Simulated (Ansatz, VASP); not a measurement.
Sb: VASP beside Ansatz

```
CELL_PARAMETERS angstrom
3.13334 0.00000 0.00000
0.00000 3.13334 0.00000
0.00000 0.00000 31.36000
ATOMIC_POSITIONS crystal
Sb 0.00000 0.00000 0.24201
Sb 0.00000 0.00000 0.33197
```

Alike in both runs: task single point; functional PBE; k mesh 9 × 9 × 1; occupations fermi-dirac, width 0.05 eV; no spin polarisation.

|  | VASP | Ansatz |
| --- | --- | --- |
| version | VASP 6.6.1 | Ansatz 0.2.0 |
| potentials or method | VASP PAW PBE potentials, release 64 (Sb), cutoff 520 eV | all-electron LAPW, scalar-relativistic |

Ansatz gave:

```
gap on the k mesh at the Fermi level (eV) : none
rms of the force components (eV/Å)        : 0.014
```

Question: Estimate VASP's values.

Answer: gap on the k mesh at the Fermi level (eV): none; rms of the force components (eV/Å): 0.031.

Atom by atom the forces differ by 0.016 eV/Å (rms over components). A gap of «none» marks a metal or a gap that the smearing closes. Ansatz ran all-electron here, and VASP with PAW potentials.

Spin-orbit coupling is off throughout.
